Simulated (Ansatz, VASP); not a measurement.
Sc: VASP beside Ansatz

Contents of INCAR:

```
  PREC = Accurate
  ENCUT = 520
  EDIFF = 1E-6
  ISMEAR = 0
  SIGMA = 0.1
  LREAL = False
  LASPH = True
  NELM = 60
  ALGO = Fast
  ISIF = 2
  LWAVE = False
  LCHARG = False
  GGA = PS
  NBANDS = 12
```

File KPOINTS:

```
Automatic mesh
0
Gamma
  12 12 10
```

File POSCAR:

```
Sc
1.0
   -1.8899349515      1.9185628189      1.7264568371
    1.8873607243     -1.9290846191      1.7353279968
    1.8838605609      1.9230102285     -1.7382013747
Sc
1
Direct
    0.0351787282      0.0412886332      0.0204605345
```

Input for Ansatz:

```yaml
crystal:
  lattice:
    - [-1.8899349515, 1.9185628189, 1.7264568371]
    - [1.8873607243, -1.9290846191, 1.7353279968]
    - [1.8838605609, 1.9230102285, -1.7382013747]
  atoms:
    - { symbol: Sc, position: [0.0351787282, 0.0412886332, 0.0204605345] }
basis:
  ecutwfc: 420
kpoints:
  mp_grid: { grid: [12, 12, 10] }
hamiltonian:
  xc: pbesol
scf:
  occupations: { method: gaussian, width: 0.1 }
output:
  forces: true
  stress: true
  eigenvalues: true
```

Change from the starting cell: all atoms moved at random (sigma 0.07 Å), cell strained at random (1 %).

Alike in both runs: task single point; functional PBEsol; k mesh 12 × 12 × 10; occupations gaussian, width 0.1 eV; no spin polarisation.

```csv
,VASP,Ansatz
version,VASP 6.6.1,Ansatz 0.2.0
potentials or method,"VASP PAW PBE potentials, release 64 (Sc_sv), cutoff 520 eV","scalar-relativistic, plane waves, PAW"
valence electrons in the cell,11,11
```

```tsv
	VASP	Ansatz	Ansatz less VASP
gap on the k mesh at the Fermi level (eV)	none	none	-
pressure (GPa)	-2.6	-2.6	+0.03
traceless stress, the component that is largest in VASP (GPa)	-0.54	-0.54	+0.002
```

VASP's potentials were made for PBE, not for PBEsol. A gap of «none» marks a metal or a gap that the smearing closes.
